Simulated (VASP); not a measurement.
# BaTiO3 (Pm-3m) in VASP: notebook

Runs on BaTiO3. Level: PBEsol. Tasks: single point.

Everything below comes from runs of VASP 6.6.1. Logs are shortened: lines on timing, memory, paths and dates and some standing lists are left out, and cuts for length are marked.

**1. The cell of the first run**

The structure is cubic, space group Pm-3m (No. 221). Conventional cell: a = 3.702 Å, b = 3.702 Å, c = 3.702 Å, α = 90.00°, β = 90.00°, γ = 90.00°. Within 3.5 Å of Ba (site symmetry m-3m) lie 12 O at 2.62 Å and 8 Ti at 3.21 Å. Ti (site symmetry m-3m) has 6 O at 1.85 Å within 2.5 Å. O (site symmetry 4/mmm) has 2 Ti at 1.85 Å within 2.5 Å.

**2. Single point, PBEsol (10.15 Å³/atom)**

The input, INCAR:

```
PREC = Accurate
ENCUT = 1340
EDIFF = 1E-6
ISMEAR = 0
SIGMA = 0.05
LREAL = False
LASPH = True
NELM = 120
ALGO = Normal
ISIF = 2
LWAVE = False
LCHARG = False
GGA = PS
NBANDS = 28
GGA_COMPAT = False
```

The input, KPOINTS:

```
regular mesh
0
Gamma
  8 8 8
```

The input, POSCAR:

```
BaTiO3
1.0
    3.7021172809      0.0000000000      0.0000000000
    0.0000000000      2.6178253597      2.6178319982
    0.0000000000     -2.6178253597      2.6178319982
Ba Ti O
1 1 3
Direct
    0.0000000000     -0.0006210650     -0.0006210650
    0.5000000000      0.4993851274      0.4993851274
    0.0000000000      0.4993733970      0.4993733970
    0.5000000000      0.4993687272      0.9993738134
    0.5000000000      0.9993738134      0.4993687272
```

Potentials or basis: VASP PAW PBE potentials, release 64 (Ba_sv, Ti_sv, O_h).

On the command line:

```sh
cat potpaw_PBE.64/Ba_sv/POTCAR potpaw_PBE.64/Ti_sv/POTCAR potpaw_PBE.64/O_h/POTCAR > POTCAR
mpirun -np 1 vasp_std > vasp.out
```

OUTCAR:

```text
PREC = Accurate
   ENCUT = 1340
   EDIFF = 1E-6
   ISMEAR = 0
   LREAL = False
   LASPH = True
   NELM = 120
   ISIF = 2
   GGA = PS

 ion  position               nearest neighbor table
   1  0.000  0.999  0.999-   4 2.62   5 2.62   4 2.62   5 2.62   3 2.62   3 2.62   3 2.62   5 2.62
                             4 2.62   5 2.62   4 2.62   3 2.62   2 3.21   2 3.21   2 3.21   2 3.21
   2  0.500  0.499  0.499-   4 1.85   5 1.85   3 1.85   3 1.85   5 1.85   4 1.85   1 3.21   1 3.21
                             1 3.21   1 3.21   1 3.21   1 3.21   1 3.21   1 3.21
   3  0.000  0.499  0.499-   2 1.85   2 1.85   1 2.62   1 2.62   1 2.62   1 2.62
   4  0.500  0.499  0.999-   2 1.85   2 1.85   1 2.62   1 2.62   1 2.62   1 2.62
   5  0.500  0.999  0.499-   2 1.85   2 1.85   1 2.62   1 2.62   1 2.62   1 2.62

  LATTYP: Found a simple tetragonal cell.
 ALAT       =     3.7021688217
 C/A-ratio  =     0.9999860782

  Lattice vectors:

 A1 = (   0.0000000000,   2.6178253597,   2.6178319982)
 A2 = (   0.0000000000,  -2.6178253597,   2.6178319982)
 A3 = (   3.7021172809,   0.0000000000,   0.0000000000)

Analysis of symmetry for initial positions (statically):
=====================================================================
 Subroutine PRICEL returns:
 Original cell was already a primitive cell.

 Routine SETGRP: Setting up the symmetry group for a
 simple tetragonal supercell.

 Subroutine GETGRP returns: Found  4 space group operations
 (whereof  4 operations were pure point group operations)
 out of a pool of 16 trial point group operations.

The static configuration has the point symmetry C_2v.

Analysis of symmetry for dynamics (positions and initial velocities):
=====================================================================
 Subroutine PRICEL returns:
 Original cell was already a primitive cell.

 Routine SETGRP: Setting up the symmetry group for a
 simple tetragonal supercell.

 Subroutine GETGRP returns: Found  4 space group operations
 (whereof  4 operations were pure point group operations)
 out of a pool of 16 trial point group operations.

The dynamic configuration has the point symmetry C_2v.

 Subroutine INISYM returns: Found  4 space group operations
 (whereof  4 operations are pure point group operations),
 and found     1 'primitive' translations

----------------------------------------------------------------------------------------

                                     Primitive cell

  volume of cell :      50.7414

  direct lattice vectors                    reciprocal lattice vectors
     3.702117281  0.000000000  0.000000000     0.270115700  0.000000000  0.000000000
     0.000000000  2.617825360  2.617831998     0.000000000  0.190998226  0.190997742
     0.000000000 -2.617825360  2.617831998     0.000000000 -0.190998226  0.190997742

  length of vectors
     3.702117281  3.702168822  3.702168822     0.270115700  0.270111939  0.270111939

  position of ions in fractional coordinates (direct lattice)
     0.000000000  0.999378935  0.999378935
     0.500000000  0.499385127  0.499385127
     0.000000000  0.499373397  0.499373397
     0.500000000  0.499368727  0.999373813
     0.500000000  0.999373813  0.499368727

  ion indices of the primitive-cell ions
   primitive index   ion index
                 1           1
                 2           2
                 3           3
                 4           4
                 5           5

----------------------------------------------------------------------------------------

 KPOINTS: regular mesh

Automatic generation of k-mesh.
 Grid dimensions read from file:
 generate k-points for:    8    8    8

 Generating k-lattice:

  Cartesian coordinates                     Fractional coordinates (reciprocal lattice)
     0.033764462  0.000000000  0.000000000     0.125000000  0.000000000  0.000000000
     0.000000000  0.023874778  0.023874718     0.000000000  0.125000000  0.000000000
     0.000000000 -0.023874778  0.023874718     0.000000000  0.000000000  0.125000000

  Length of vectors
     0.033764462  0.033763992  0.033763992

  Shift w.r.t. Gamma in fractional coordinates (k-lattice)
     0.000000000  0.000000000  0.000000000

 Subroutine IBZKPT returns following result:
 ===========================================

 Found    105 irreducible k-points:

 Following reciprocal coordinates:
            Coordinates               Weight
  0.000000  0.000000  0.000000      1.000000
  0.125000  0.000000  0.000000      2.000000
  0.250000  0.000000  0.000000      2.000000
  0.375000  0.000000  0.000000      2.000000
  0.500000  0.000000  0.000000      1.000000
  0.000000  0.125000  0.000000      4.000000
[... 16 lines left out ...]
  0.250000  0.500000  0.000000      4.000000
  0.375000  0.500000  0.000000      4.000000
 [... further k-points ...]
   k-points           NKPTS =    105   k-points in BZ     NKDIM =    105   number of bands    NBANDS=     28
   number of dos      NEDOS =    301   number of ions     NIONS =      5
   total plane-waves  NPLWV = 110592
   dimension x,y,z NGX =    48 NGY =   48 NGZ =   48
   dimension x,y,z NGXF=    96 NGYF=   96 NGZF=   96
   ions per type =               1   1   3
   NGX,Y,Z   is equivalent  to a cutoff of  21.55, 21.55, 21.55 a.u.
   NGXF,Y,Z  is equivalent  to a cutoff of  43.11, 43.11, 43.11 a.u.
 SYSTEM =  unknown system
   PREC   = accura    normal or accurate (medium, high low for compatibility)
   ISTART =      0    job   : 0-new  1-cont  2-samecut
   ICHARG =      2    charge: 1-file 2-atom 10-const
   ISPIN  =      1    spin polarized calculation?
   LNONCOLLINEAR =      F non collinear calculations
   LSORBIT =      F    spin-orbit coupling
   LASPH  =      T    aspherical Exc in radial PAW
   ENCUT  = 1340.0 eV  98.49 Ry    9.92 a.u.  11.05 11.05 11.05*2*pi/ulx,y,z
   NELM   =    120;   NELMIN=  2; NELMDL= -5     # of ELM steps
   EDIFF  = 0.1E-05   stopping-criterion for ELM
   LREAL  =      F    real-space projection
   EDIFFG = 0.1E-04   stopping-criterion for IOM
   NSW    =      0    number of steps for IOM
   IBRION =     -1    ionic relax: 0-MD 1-quasi-New 2-CG
   NFREE  =      0    steps in history (QN), initial steepest desc. (CG)
   ISIF   =      2    stress and relaxation
   ISYM   =      2    0-nonsym 1-usesym 2-fastsym
   POTIM  = 0.5000    time-step for ionic-motion
   TEBEG  =    0.0;   TEEND  =   0.0 temperature during run
   PSTRESS=    0.0 pullay stress
   NELECT =      40.0000    total number of electrons
   NUPDOWN=      -1.0000    fix difference up-down
   EMIN   =  10.00;   EMAX   =-10.00  energy-range for DOS
   EFERMI =   0.00;   METHOD = LEGACY
   ISMEAR =     0;   SIGMA  =   0.05  broadening in eV -4-tet -1-fermi 0-gaus
   EFERMI_NEDOS =   21; number of points for ismear=-14 and -15
   IALGO  =     38    algorithm
   IMIX   =      4    mixing-type and parameters
     AMIX     =   0.40;   BMIX     =  1.00
     AMIX_MAG =   1.60;   BMIX_MAG =  1.00
  volume/ion in A,a.u.               =      10.15        68.48
  Fermi-wavevector in a.u.,A,eV,Ry     =   1.512309  2.857850 31.117605  2.287079
  Thomas-Fermi vector in A             =   2.622251
   LORBIT       =      0    0 simple, 1 ext, 2 COOP (PROOUT), +10 PAW based schemes
   GGA     = PS    functional components
   LHFCALC =     F    Hartree Fock is set to
   AEXX    =    0.0000 exact exchange contribution
   IVDW    =     0    specifies the selected vdW correction
   LEPSILON=     F    determine dielectric tensor
   LRPA    =     F    only Hartree local field effects (RPA)
 non-spin polarized calculation
 Gauss-broadening in eV      SIGMA  =   0.05
  energy-cutoff  :     1340.00
  volume of cell :       50.74
 maximum number of plane-waves:      5695
 NGX is ok and might be reduce to    48
   NGX = 23   NGY = 23   NGZ = 23

 number of electron      39.9999998 magnetization

 Free energy of the ion-electron system (eV)
  ---------------------------------------------------
  ext. energy  EPLUGINS =         0.00000000
  ---------------------------------------------------
  free energy    TOTEN  =       -39.93468366 eV

  energy without entropy =      -39.93468366  energy(sigma->0) =      -39.93468366

 E-fermi :   6.6072     XC(G=0): -12.7959

 val. band max:        6.3593604082   @ k =   0.0000   0.0000   0.0000
 cond. band min:       8.2508391984   @ k =   0.0000   0.0000   0.0000
 fundamental gap:      1.8914787902
 Fermi energy:         6.6071797207

 k-point     1 :       0.0000    0.0000    0.0000
  band No.  band energies     occupation
      1     -49.1657      2.00000
      2     -25.6818      2.00000
      3     -25.6817      2.00000
      4     -25.6817      2.00000
      5     -18.3706      2.00000
      6     -10.9989      2.00000
[... 20 lines left out ...]
     27      12.0689      0.00000
     28      16.0519      0.00000

 k-point     2 :       0.1250    0.0000    0.0000
  band No.  band energies     occupation
      1     -49.1651      2.00000
      2     -25.7079      2.00000
      3     -25.6806      2.00000
      4     -25.6806      2.00000
      5     -18.3125      2.00000
      6     -11.1067      2.00000
[... 20 lines left out ...]
     27      12.6158      0.00000
     28      15.9350      0.00000

 k-point     3 :       0.2500    0.0000    0.0000
  band No.  band energies     occupation
      1     -49.1637      2.00000
      2     -25.7699      2.00000
      3     -25.6779      2.00000
      4     -25.6779      2.00000
      5     -18.1662      2.00000
      6     -11.4760      2.00000
[... 20 lines left out ...]
     27      13.6724      0.00000
     28      15.6558      0.00000

 k-point     4 :       0.3750    0.0000    0.0000
  band No.  band energies     occupation
      1     -49.1622      2.00000
      2     -25.8306      2.00000
      3     -25.6751      2.00000
      4     -25.6751      2.00000
      5     -18.0099      2.00000
      6     -11.8581      2.00000
[... 578 lines left out ...]
     27      15.4387      0.00000
     28      15.6527      0.00000

 k-point    23 :       0.2500    0.5000    0.0000
  band No.  band energies     occupation
      1     -49.1597      2.00000
      2     -25.8462      2.00000
      3     -25.7567      2.00000
      4     -25.6704      2.00000
      5     -17.8437      2.00000
      6     -11.5746      2.00000
[... 20 lines left out ...]
     27      16.4022      0.00000
     28      16.4931      0.00000

 k-point    24 :       0.3750    0.5000    0.0000
  band No.  band energies     occupation
      1     -49.1583      2.00000
      2     -25.8398      2.00000
      3     -25.8138      2.00000
      4     -25.6679      2.00000
      5     -17.7709      2.00000
      6     -11.2314      2.00000
[... 20 lines left out ...]
     27      16.4517      0.00000
     28      17.5769      0.00000

 [... further k-points ...]
[... 5 lines left out ...]
  --------------------------------------------------------------------------------------
  -------------------------------------------------------------------------------------
  Total       20.3564609     20.3544434     20.3541425      0.0000000      0.0000000      0.0000000
  in kB      642.7620784    642.6983764    642.6888758      0.0000000      0.0000000      0.0000000
  external PRESSURE =     642.7164435 kB  Pullay stress =       0.0000000 kB

 VOLUME and BASIS-vectors are now :
 -----------------------------------------------------------------------------
  energy-cutoff  :     1340.00
  volume of cell :       50.74
      direct lattice vectors                 reciprocal lattice vectors
     3.702117281  0.000000000  0.000000000     0.270115700  0.000000000  0.000000000
     0.000000000  2.617825360  2.617831998     0.000000000  0.190998226  0.190997742
     0.000000000 -2.617825360  2.617831998     0.000000000 -0.190998226  0.190997742

 POSITION                                       TOTAL-FORCE (eV/Angst)
 -----------------------------------------------------------------------------------
      0.00000      0.00000      5.23241         0.000000      0.000000      0.000007
      1.85106      0.00000      2.61461         0.000000      0.000000     -0.000242
      0.00000      0.00000      2.61455         0.000000      0.000000     -0.000139
      1.85106     -1.30893      3.92346         0.000000     -0.000181      0.000187
      1.85106      1.30893      3.92346         0.000000      0.000181      0.000187
 -----------------------------------------------------------------------------------
    total drift:                                0.000000     -0.000000     -0.000915

  FREE ENERGIE OF THE ION-ELECTRON SYSTEM (eV)
  ---------------------------------------------------
  free  energy   TOTEN  =       -39.9346836645 eV

  energy  without entropy=      -39.9346836645  energy(sigma->0) =      -39.93468366
```

Wall time 6.6 min (1 thread of Intel Xeon Platinum 8488C (Sapphire Rapids), shared host); peak memory 0.78 GiB.

What came out:

```yaml
Free_energy: -39.9347 eV
Pressure: 64.3 GPa
Band_gap_on_the_k_mesh: 1.89 eV
```

Levels at points of the mesh, in eV from the valence-band top:
```csv
k point,band 17,band 18,band 19,band 20,band 21,band 22,band 23,band 24
"(0.00, 0.00, 0.00)",-1.76,0.00,0.00,0.00,1.89,1.89,1.89,4.79
"(0.50, 0.00, 0.00)",-2.25,-2.25,-0.78,-0.78,2.19,4.58,4.58,5.60
"(0.00, 0.50, 0.00)",-2.25,-2.25,-0.78,-0.78,2.19,4.58,4.58,5.60
"(0.50, 0.50, 0.00)",-1.66,-0.78,-0.78,-0.34,4.60,4.60,5.07,6.83
"(0.00, 0.50, 0.50)",-1.66,-0.78,-0.78,-0.34,4.60,4.60,5.07,6.83
"(0.50, 0.50, 0.50)",-2.24,-0.21,-0.21,-0.21,5.61,5.61,5.61,7.60
```

Caveat: the cell stands under pressure; the PAW data sets were made with another functional, which shifts forces and pressure a little; spin-orbit coupling is left out, which moves the levels of the heavy elements. A k mesh can miss the band edges.

(Continued in part 2 of 2.)
